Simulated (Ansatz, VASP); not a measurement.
## SrTiO3: VASP beside Ansatz

Contents of POSCAR:

```
SrTiO3
1.0
    3.8677829865      0.0000000000      0.0000000000
    0.0000000000      3.8677829865      0.0000000000
    0.0000000000      0.0000000000      3.9317034817
Sr Ti O
1 1 3
Direct
    0.0000000000      0.0000000000      0.0000000000
    0.5000000000      0.5000000000      0.5000000000
    0.5000000000      0.5000000000      0.0000000000
    0.5000000000      0.0000000000      0.5000000000
    0.0000000000      0.5000000000      0.5000000000
```

INCAR.step1

```
  ALGO = Normal
  EDIFF = 1E-5
  ENCUT = 520
  GGA = PE
  ISIF = 2
  ISMEAR = 0
  KPAR = 4
  LASPH = True
  LREAL = False
  LWAVE = True
  NBANDS = 28
  NELM = 80
  PREC = Accurate
  SIGMA = 0.01
```

INCAR.step2

```
  ALGO = Normal
  EDIFF = 1E-6
  ENCUT = 520
  GGA = PE
  HFSCREEN = 0.2079
  ISIF = 2
  ISMEAR = 0
  ISTART = 1
  KPAR = 4
  LASPH = True
  LCHARG = True
  LHFCALC = True
  LREAL = False
  LVHAR = True
  LWAVE = False
  NBANDS = 28
  NELM = 80
  PREC = Accurate
  PRECFOCK = Fast
  SIGMA = 0.01
```

Contents of KPOINTS:

```
k-points
0
Gamma
  4 4 4
```

Input for Ansatz:

```yaml
crystal:
  lattice:
    - [3.8677829865, 0.0, 0.0]
    - [0.0, 3.8677829865, 0.0]
    - [0.0, 0.0, 3.9317034817]
  atoms:
    - { symbol: Sr, position: [0.0, 0.0, 0.0] }
    - { symbol: Ti, position: [0.5, 0.5, 0.5] }
    - { symbol: O, position: [0.5, 0.5, 0.0] }
    - { symbol: O, position: [0.5, 0.0, 0.5] }
    - { symbol: O, position: [0.0, 0.5, 0.5] }
kpoints:
  mp_grid: { grid: [4, 4, 4] }
  band_path:
    path: [[0.0, 0.0, 0.0], [0.0, 0.5, 0.0], [0.5, 0.5, 0.0], [0.5, 0.5, 0.5]]
    npoints: 1
hamiltonian:
  xc: hse06
scf:
  occupations: { method: fixed }
  n_extra_bands: 5
output:
  forces: true
  stress: true
  eigenvalues: true
```

Change from the starting cell: epitaxial_xy strain -1.0%.

Alike in both runs: task single point; functional HSE06; k mesh 4 × 4 × 4; no spin polarisation.

```csv
,VASP,Ansatz
version,VASP 6.6.1,Ansatz 0.2.0
potentials or method,"VASP PAW PBE potentials, release 64 (Sr_sv, Ti_sv, O)","plane waves, PAW"
plane-wave cutoff (eV),520,420
occupations,"gaussian, width 0.01 eV",fixed
valence electrons in the cell,40,40
```

Ansatz gave:

* gap on the k mesh at the Fermi level (eV): 3.33
* pressure (GPa): 1.0
* traceless stress, the component that is largest in VASP (GPa): -2.67

Question: What did VASP give for the same quantities?

Answer: gap on the k mesh at the Fermi level (eV): 3.29; pressure (GPa): 1.6; traceless stress, the component that is largest in VASP (GPa): -2.70.

Ansatz's warnings: stress exchange threshold loose, stress scf threshold loose.
